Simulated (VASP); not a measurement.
# C (Fd-3m) in VASP: further runs

C is run at these levels: r2SCAN; tasks: single point.

Program: VASP 6.6.1. These are calculated values, not measurements. Logs are shortened: lines on timing, memory, paths and dates and some standing lists are left out, and cuts for length are marked.

## 1. The cell of the first run

Symmetry: Fd-3m, No. 227, cubic system. The conventional cell has a = 3.560 Å, b = 3.560 Å, c = 3.560 Å, α = 90.00°, β = 90.00°, γ = 90.00°. Within 2.1 Å of C (site symmetry -43m) lie 4 C at 1.54 Å.

## 2. Single point, r2SCAN

File POSCAR:

```
C
1.0
    0.0000000000      1.7801161419      1.7801161419
    1.7801161419      0.0000000000      1.7801161419
    1.7801161419      1.7801161419      0.0000000000
C
2
Direct
    0.5000000000      0.5000000000      0.5000000000
    0.7500000000      0.7500000000      0.7500000000
```

File INCAR.step1:

```
ALGO     = Normal         # electronic algorithm
EDIFF    = 1E-5           # SCF threshold, eV
ENCUT    = 660            # plane-wave cutoff, eV
GGA      = PE             # functional
GGA_COMPAT= F            
ISMEAR   = 0              # smearing method
LASPH    = T              # aspherical terms in the spheres
LCHARG   = F              # write CHGCAR
LREAL    = F              # projectors in reciprocal space
LWAVE    = T              # write WAVECAR
NBANDS   = 11             # bands
NELM     = 120            # most SCF steps
PREC     = Accurate       # precision mode
SIGMA    = 0.02           # smearing width, eV
```

File INCAR.step2:

```
ALGO     = Normal         # electronic algorithm
EDIFF    = 1E-6           # SCF threshold, eV
ENCUT    = 660            # plane-wave cutoff, eV
GGA_COMPAT= F            
ISIF     = 2              # what is computed and relaxed
ISMEAR   = 0              # smearing method
ISTART   = 1            
LASPH    = T              # aspherical terms in the spheres
LCHARG   = F              # write CHGCAR
LMIXTAU  = T            
LREAL    = F              # projectors in reciprocal space
LWAVE    = F              # write WAVECAR
METAGGA  = R2SCAN         # meta-GGA
NBANDS   = 11             # bands
NELM     = 120            # most SCF steps
PREC     = Accurate       # precision mode
SIGMA    = 0.02           # smearing width, eV
```

File KPOINTS:

```
k-points
0
Gamma
  12 12 12
```

Potentials or basis: VASP PAW PBE potentials, release 64 (C).

Started as:

```bash
cat potpaw_PBE.64/C/POTCAR > POTCAR
cp INCAR.step1 INCAR
mpirun -np 1 vasp_std > vasp.out
cp INCAR.step2 INCAR
mpirun -np 1 vasp_std > vasp.out
```

OUTCAR:

```text
EDIFF = 1E-6
   ENCUT = 660
   ISIF = 2
   ISMEAR = 0
   ISTART = 1
   LASPH = T
   LREAL = F
   METAGGA = R2SCAN
   NELM = 120
   PREC = Accurate

 ion  position               nearest neighbor table
   1  0.500  0.500  0.500-   2 1.54   2 1.54   2 1.54   2 1.54
   2  0.750  0.750  0.750-   1 1.54   1 1.54   1 1.54   1 1.54

  LATTYP: Found a face centered cubic cell.
 ALAT       =     3.5602322838

  Lattice vectors:

 A1 = (   0.0000000000,   1.7801161419,   1.7801161419)
 A2 = (   1.7801161419,   0.0000000000,   1.7801161419)
 A3 = (   1.7801161419,   1.7801161419,   0.0000000000)

Analysis of symmetry for initial positions (statically):
=====================================================================
 Subroutine PRICEL returns:
 Original cell was already a primitive cell.

 Routine SETGRP: Setting up the symmetry group for a
 face centered cubic supercell.

 Subroutine GETGRP returns: Found 48 space group operations
 (whereof 24 operations were pure point group operations)
 out of a pool of 48 trial point group operations.

The static configuration has the point symmetry T_d .
 The point group associated with its full space group is O_h .

Analysis of symmetry for dynamics (positions and initial velocities):
=====================================================================
 Subroutine PRICEL returns:
 Original cell was already a primitive cell.

 Routine SETGRP: Setting up the symmetry group for a
 face centered cubic supercell.

 Subroutine GETGRP returns: Found 48 space group operations
 (whereof 24 operations were pure point group operations)
 out of a pool of 48 trial point group operations.

The dynamic configuration has the point symmetry T_d .
 The point group associated with its full space group is O_h .

 Subroutine INISYM returns: Found 48 space group operations
 (whereof 24 operations are pure point group operations),
 and found     1 'primitive' translations

----------------------------------------------------------------------------------------

                                     Primitive cell

  volume of cell :      11.2817

  direct lattice vectors                    reciprocal lattice vectors
     0.000000000  1.780116142  1.780116142    -0.280880549  0.280880549  0.280880549
     1.780116142  0.000000000  1.780116142     0.280880549 -0.280880549  0.280880549
     1.780116142  1.780116142  0.000000000     0.280880549  0.280880549 -0.280880549

  length of vectors
     2.517464390  2.517464390  2.517464390     0.486499382  0.486499382  0.486499382

  position of ions in fractional coordinates (direct lattice)
     0.500000000  0.500000000  0.500000000
     0.750000000  0.750000000  0.750000000

  ion indices of the primitive-cell ions
   primitive index   ion index
                 1           1
                 2           2

----------------------------------------------------------------------------------------

 KPOINTS: k-points

Automatic generation of k-mesh.
 Grid dimensions read from file:
 generate k-points for:   12   12   12

 Generating k-lattice:

  Cartesian coordinates                     Fractional coordinates (reciprocal lattice)
    -0.023406712  0.023406712  0.023406712     0.083333333  0.000000000  0.000000000
     0.023406712 -0.023406712  0.023406712     0.000000000  0.083333333  0.000000000
     0.023406712  0.023406712 -0.023406712     0.000000000  0.000000000  0.083333333

  Length of vectors
     0.040541615  0.040541615  0.040541615

  Shift w.r.t. Gamma in fractional coordinates (k-lattice)
     0.000000000  0.000000000  0.000000000

 Subroutine IBZKPT returns following result:
 ===========================================

 Found     72 irreducible k-points:

 Following reciprocal coordinates:
            Coordinates               Weight
  0.000000  0.000000  0.000000      1.000000
  0.083333  0.000000  0.000000      8.000000
  0.166667  0.000000  0.000000      8.000000
  0.250000  0.000000  0.000000      8.000000
  0.333333  0.000000  0.000000      8.000000
  0.416667  0.000000  0.000000      8.000000
[... 16 lines left out ...]
  0.500000  0.166667  0.000000     24.000000
 -0.416667  0.166667  0.000000     24.000000
 [... further k-points ...]
   k-points           NKPTS =     72   k-points in BZ     NKDIM =     72   number of bands    NBANDS=     11
   number of dos      NEDOS =    301   number of ions     NIONS =      2
   total plane-waves  NPLWV =  13824
   dimension x,y,z NGX =    24 NGY =   24 NGZ =   24
   dimension x,y,z NGXF=    48 NGYF=   48 NGZF=   48
   ions per type =               2
   NGX,Y,Z   is equivalent  to a cutoff of  15.85, 15.85, 15.85 a.u.
   NGXF,Y,Z  is equivalent  to a cutoff of  31.70, 31.70, 31.70 a.u.
 SYSTEM =  unknown system
   PREC   = accura    normal or accurate (medium, high low for compatibility)
   ISTART =      1    job   : 0-new  1-cont  2-samecut
   ICHARG =      0    charge: 1-file 2-atom 10-const
   ISPIN  =      1    spin polarized calculation?
   LNONCOLLINEAR =      F non collinear calculations
   LSORBIT =      F    spin-orbit coupling
   LASPH  =      T    aspherical Exc in radial PAW
   ENCUT  =  660.0 eV  48.51 Ry    6.96 a.u.   5.27  5.27  5.27*2*pi/ulx,y,z
   NELM   =    120;   NELMIN=  2; NELMDL=  0     # of ELM steps
   EDIFF  = 0.1E-05   stopping-criterion for ELM
   LREAL  =      F    real-space projection
   EDIFFG = 0.1E-04   stopping-criterion for IOM
   NSW    =      0    number of steps for IOM
   IBRION =     -1    ionic relax: 0-MD 1-quasi-New 2-CG
   NFREE  =      0    steps in history (QN), initial steepest desc. (CG)
   ISIF   =      2    stress and relaxation
   ISYM   =      2    0-nonsym 1-usesym 2-fastsym
   POTIM  = 0.5000    time-step for ionic-motion
   TEBEG  =    0.0;   TEEND  =   0.0 temperature during run
   PSTRESS=    0.0 pullay stress
   NELECT =       8.0000    total number of electrons
   NUPDOWN=      -1.0000    fix difference up-down
   EMIN   =  10.00;   EMAX   =-10.00  energy-range for DOS
   EFERMI =   0.00;   METHOD = LEGACY
   ISMEAR =     0;   SIGMA  =   0.02  broadening in eV -4-tet -1-fermi 0-gaus
   EFERMI_NEDOS =   21; number of points for ismear=-14 and -15
   IALGO  =     38    algorithm
   IMIX   =      4    mixing-type and parameters
     AMIX     =   0.40;   BMIX     =  1.00
     AMIX_MAG =   1.60;   BMIX_MAG =  1.00
  volume/ion in A,a.u.               =       5.64        38.07
  Fermi-wavevector in a.u.,A,eV,Ry     =   1.459867  2.758748 28.996877  2.131210
  Thomas-Fermi vector in A             =   2.576383
   LORBIT       =      0    0 simple, 1 ext, 2 COOP (PROOUT), +10 PAW based schemes
   METAGGA = R2SCAN    functional components
   LHFCALC =     F    Hartree Fock is set to
   AEXX    =    0.0000 exact exchange contribution
   IVDW    =     0    specifies the selected vdW correction
   LEPSILON=     F    determine dielectric tensor
   LRPA    =     F    only Hartree local field effects (RPA)
 non-spin polarized calculation
 Gauss-broadening in eV      SIGMA  =   0.02
  energy-cutoff  :      660.00
  volume of cell :       11.28
 maximum number of plane-waves:       448
 NGX is ok and might be reduce to    24

 number of electron       8.0000000 magnetization

 Free energy of the ion-electron system (eV)
  ---------------------------------------------------
  ext. energy  EPLUGINS =         0.00000000
  ---------------------------------------------------
  free energy    TOTEN  =       -19.66915660 eV

  energy without entropy =      -19.66915660  energy(sigma->0) =      -19.66915660

 E-fermi :   9.9609     XC(G=0): -14.2869

 val. band max:        9.7895382207   @ k =   0.0000   0.0000   0.0000
 cond. band min:      14.1462902704   @ k =   0.3333   0.3333   0.0000
 fundamental gap:      4.3567520497
 Fermi energy:         9.9609124291

 k-point     1 :       0.0000    0.0000    0.0000
  band No.  band energies     occupation
      1     -12.9800      2.00000
      2       9.7895      2.00000
      3       9.7895      2.00000
      4       9.7895      2.00000
      5      15.6406      0.00000
      6      15.6406      0.00000
      7      15.6406      0.00000
      8      23.7380      0.00000
      9      30.2635      0.00000
     10      37.2401      0.00000
     11      37.2401      0.00000

 k-point     2 :       0.0833    0.0000    0.0000
  band No.  band energies     occupation
      1     -12.7787      2.00000
      2       8.4671      2.00000
      3       9.4424      2.00000
      4       9.4424      2.00000
      5      16.0956      0.00000
      6      16.0956      0.00000
      7      16.4149      0.00000
      8      23.9377      0.00000
      9      30.6079      0.00000
     10      35.1809      0.00000
     11      35.1809      0.00000

 k-point     3 :       0.1667    0.0000    0.0000
  band No.  band energies     occupation
      1     -12.1767      2.00000
      2       5.7643      2.00000
      3       8.6918      2.00000
      4       8.6918      2.00000
      5      17.0808      0.00000
      6      17.0808      0.00000
      7      17.5650      0.00000
      8      24.5121      0.00000
      9      31.3264      0.00000
     10      33.5350      0.00000
     11      33.5350      0.00000

 k-point     4 :       0.2500    0.0000    0.0000
  band No.  band energies     occupation
      1     -11.1837      2.00000
      2       2.7576      2.00000
      3       7.9203      2.00000
      4       7.9203      2.00000
      5      17.9941      0.00000
      6      17.9941      0.00000
      7      18.3260      0.00000
      8      25.3100      0.00000
      9      31.7631      0.00000
     10      33.1296      0.00000
     11      33.1296      0.00000
[... 239 lines left out ...]
 k-point    22 :       0.4167    0.1667    0.0000
  band No.  band energies     occupation
      1      -8.6147      2.00000
      2      -0.6095      2.00000
      3       5.2189      2.00000
      4       5.4696      2.00000
      5      16.8091      0.00000
      6      21.4209      0.00000
      7      21.4930      0.00000
      8      23.2244      0.00000
      9      32.1764      0.00000
     10      33.5729      0.00000
     11      38.5101      0.00000

 k-point    23 :       0.5000    0.1667    0.0000
  band No.  band energies     occupation
      1      -6.9842      2.00000
      2      -2.9388      2.00000
      3       4.4607      2.00000
      4       5.5617      2.00000
      5      17.2557      0.00000
      6      21.1184      0.00000
      7      21.6005      0.00000
      8      24.9694      0.00000
      9      31.1750      0.00000
     10      35.0806      0.00000
     11      37.7162      0.00000

 k-point    24 :      -0.4167    0.1667    0.0000
  band No.  band energies     occupation
      1      -6.5552      2.00000
      2      -3.4590      2.00000
      3       3.9483      2.00000
      4       5.9623      2.00000
      5      17.7181      0.00000
      6      20.5892      0.00000
      7      21.5773      0.00000
      8      26.2417      0.00000
      9      30.4129      0.00000
     10      35.1231      0.00000
     11      35.8911      0.00000

 [... further k-points ...]
[... 5 lines left out ...]
  --------------------------------------------------------------------------------------
  -------------------------------------------------------------------------------------
  Total        0.0109240      0.0109240      0.0109240     -0.0000000      0.0000000      0.0000000
  in kB        1.5513793      1.5513793      1.5513793     -0.0000000      0.0000000      0.0000000
  external PRESSURE =       1.5513793 kB  Pullay stress =       0.0000000 kB

 VOLUME and BASIS-vectors are now :
 -----------------------------------------------------------------------------
  energy-cutoff  :      660.00
  volume of cell :       11.28
      direct lattice vectors                 reciprocal lattice vectors
     0.000000000  1.780116142  1.780116142    -0.280880549  0.280880549  0.280880549
     1.780116142  0.000000000  1.780116142     0.280880549 -0.280880549  0.280880549
     1.780116142  1.780116142  0.000000000     0.280880549  0.280880549 -0.280880549

 POSITION                                       TOTAL-FORCE (eV/Angst)
 -----------------------------------------------------------------------------------
      1.78012      1.78012      1.78012        -0.000000     -0.000000      0.000000
      2.67017      2.67017      2.67017         0.000000      0.000000     -0.000000
 -----------------------------------------------------------------------------------
    total drift:                                0.000000      0.000000      0.000000

  FREE ENERGIE OF THE ION-ELECTRON SYSTEM (eV)
  ---------------------------------------------------
  free  energy   TOTEN  =       -19.6691566036 eV

  energy  without entropy=      -19.6691566036  energy(sigma->0) =      -19.66915660
```

Wall time 30 s (1 thread of Intel Xeon 6975P-C, shared host); peak memory 0.14 GiB.

Results:

```yaml
Free_energy: -19.6692 eV
Pressure: 0.2 GPa
Band_gap_on_the_k_mesh: 4.36 eV, indirect (least direct gap 5.85 eV)
```

Caveat: the PAW data sets were made with another functional, which shifts forces and pressure a little.

## 3. Single point, r2SCAN

This run uses another cell than the first one: it holds 4 atoms, not 2.

File POSCAR:

```
C
1.0
    0.0000000000     -1.7801161419     -1.7801161419
   -1.7801161419      0.0000000000     -1.7801161419
    1.7801161419      1.7801161419     -3.5602322838
C
4
Direct
    0.7500000000      0.7500000000      0.7500000000
    0.2500000000      0.2500000000      0.2500000000
    0.3750000000      0.3750000000      0.8750000000
    0.8750000000      0.8750000000      0.3750000000
```

File INCAR.step1:

```
SYSTEM = C
PREC = Accurate
ENCUT = 520
ISMEAR = 0
SIGMA = 0.05
LREAL = .FALSE.
LASPH = .TRUE.
NELM = 60
NBANDS = 16
ISYM = 0
GGA = PE
ALGO = Normal
EDIFF = 1E-4
LWAVE = .TRUE.
LCHARG = .FALSE.
```

File INCAR.step2:

```
SYSTEM = C
PREC = Accurate
ENCUT = 520
EDIFF = 1E-7
ISMEAR = 0
SIGMA = 0.05
LREAL = .FALSE.
LASPH = .TRUE.
NELM = 60
ALGO = Normal
ISIF = 2
LWAVE = .FALSE.
LCHARG = .TRUE.
METAGGA = R2SCAN
LMIXTAU = .TRUE.
LELF = .TRUE.
LVHAR = .TRUE.
NBANDS = 16
ISYM = 0
ISTART = 1
```

File KPOINTS:

```
regular mesh
0
G
  12 12 10
  0 0 0
```

Potentials or basis: VASP PAW PBE potentials, release 64 (C).

Started as:

```bash
cat potpaw_PBE.64/C/POTCAR > POTCAR
cp INCAR.step1 INCAR
mpirun -np 1 vasp_std > vasp.out
cp INCAR.step2 INCAR
mpirun -np 1 vasp_std > vasp.out
```

Run time: 16 min. Hardware: 1 thread of Oxide Virtual Turin-like, shared host; peak memory 0.25 GiB.

Results (log left out):

```yaml
Free_energy: -39.3144 eV
Pressure: 1.1 GPa
Band_gap_on_the_k_mesh: 4.37 eV
```

Levels at points of the mesh, in eV from the valence-band top:
```
           k point  band 4  band 5  band 6  band 7  band 8  band 9  band 10  band 11  band 12  band 13
(0.00, 0.00, 0.00)   -2.99   -2.99    0.00    0.00    0.00    5.85     5.85     5.85     8.90     8.90
(0.50, 0.00, 0.00)  -11.48   -7.17   -7.17   -5.19   -5.19    6.39     6.39    12.09    12.09    13.59
(0.00, 0.50, 0.00)  -11.48   -7.17   -7.17   -5.19   -5.19    6.39     6.39    12.09    12.09    13.59
(0.50, 0.50, 0.00)  -13.63   -6.69   -6.69   -2.99   -2.99    5.01     5.01     8.90     8.90     9.20
(0.00, 0.00, 0.50)   -7.03   -1.87   -1.87   -1.87   -1.87    8.20     8.20     8.20     8.20     8.54
(0.50, 0.00, 0.50)  -13.63   -6.69   -6.69   -2.99   -2.99    5.01     5.01     8.90     8.90     9.20
(0.00, 0.50, 0.50)  -13.63   -6.69   -6.69   -2.99   -2.99    5.01     5.01     8.90     8.90     9.20
(0.50, 0.50, 0.50)  -11.48   -7.17   -7.17   -5.19   -5.19    6.39     6.39    12.09    12.09    13.59
```

Caveat: the PAW data sets were made with another functional, which shifts forces and pressure a little.
